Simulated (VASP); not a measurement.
Input of a VASP 6.6.1 run:

File INCAR:

```
SYSTEM = Se
PREC = Accurate ; ENCUT = 520
EDIFF = 1E-6 ; ISMEAR = -1
SIGMA = 0.03 ; LREAL = .FALSE.
LASPH = .TRUE. ; NELM = 60
ALGO = Normal ; ISIF = 2
LWAVE = .FALSE. ; LCHARG = .TRUE.
GGA = PS ; LELF = .TRUE.
LVHAR = .TRUE. ; NBANDS = 16
```

KPOINTS

```
Automatic mesh
0
G
  6 6 5
  0 0 0
```

Contents of POSCAR:

```
Se
1.0
    4.4535239479      0.0000000000      0.0000000000
   -2.2267619740      3.8568648753      0.0000000000
    0.0000000000      0.0000000000      4.9536000000
Se
3
Direct
    0.2254000000      0.0000000000      0.3333333333
    0.0000000000      0.2254000000      0.6666666667
    0.7746000000      0.7746000000      0.0000000000
```

Potentials or basis: VASP PAW PBE potentials, release 64 (Se).

Launch:

```sh
$ cat potpaw_PBE.64/Se/POTCAR > POTCAR
$ mpirun -np 1 vasp_std > vasp.out
```

Question: Predict the band gap on the k mesh.

Answer: 1.23 eV, indirect (least direct gap 1.53 eV).

Question: What does it give for the pressure?

Answer: -1.4 GPa.

Stress tensor (GPa, compression positive):
```
-1.71  0.00  0.00
 0.00 -1.71  0.00
 0.00  0.00 -0.67
```

Caveat: the cell differs from its parent crystal (equal xx and yy strain of +2 %); the PAW data sets were made with another functional, which shifts forces and pressure a little. A k mesh can miss the band edges.
